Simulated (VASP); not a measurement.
A run of VASP 6.6.1 is set up as follows.

File INCAR:

```
SYSTEM = ZnS
PREC = Accurate
ENCUT = 520
EDIFF = 1E-6
ISMEAR = -1
SIGMA = 0.02
LREAL = .False.
LASPH = .True.
NELM = 60
ALGO = Normal
ISIF = 2
LWAVE = .False.
LCHARG = .False.
GGA = PE
NBANDS = 26
```

Contents of KPOINTS:

```
Automatic mesh
0
Gamma
  12 12 6
  0 0 0
```

POSCAR

```
ZnS
1.0
    3.8109987816      0.0000000000      0.0000000000
   -1.9054993908      3.3004217586      0.0000000000
    0.0000000000      0.0000000000      6.2340000000
Zn S
2 2
Direct
    0.3333333333      0.6666666667     -0.0962463908
    0.6666666667      0.3333333333      0.5000000000
    0.3333333333      0.6666666667      0.3850000000
    0.6666666667      0.3333333333      0.8850000000
```

Potentials or basis: VASP PAW PBE potentials, release 64 (Zn, S).

Run with:

```console
$ cat potpaw_PBE.64/Zn/POTCAR potpaw_PBE.64/S/POTCAR > POTCAR
$ mpirun -np 1 vasp_std > vasp.out
```

**Question.** Estimate the band gap on the k mesh.

**Answer.** 1.61 eV.

**Question.** Predict the pressure.

**Answer.** 5.5 GPa.

**Question.** Predict the largest force.

**Answer.** 0.853 eV/Å.

Forces on the atoms (eV/Å):
```
Zn   0.000  0.000  0.853
Zn   0.000  0.000 -0.544
S    0.000  0.000 -0.227
S    0.000  0.000 -0.081
```

Caveat: the cell differs from its parent crystal (atom 1 (Zn) moved by (+0.000, -0.600) A along x and z); the cell stands under pressure. A k mesh can miss the band edges.
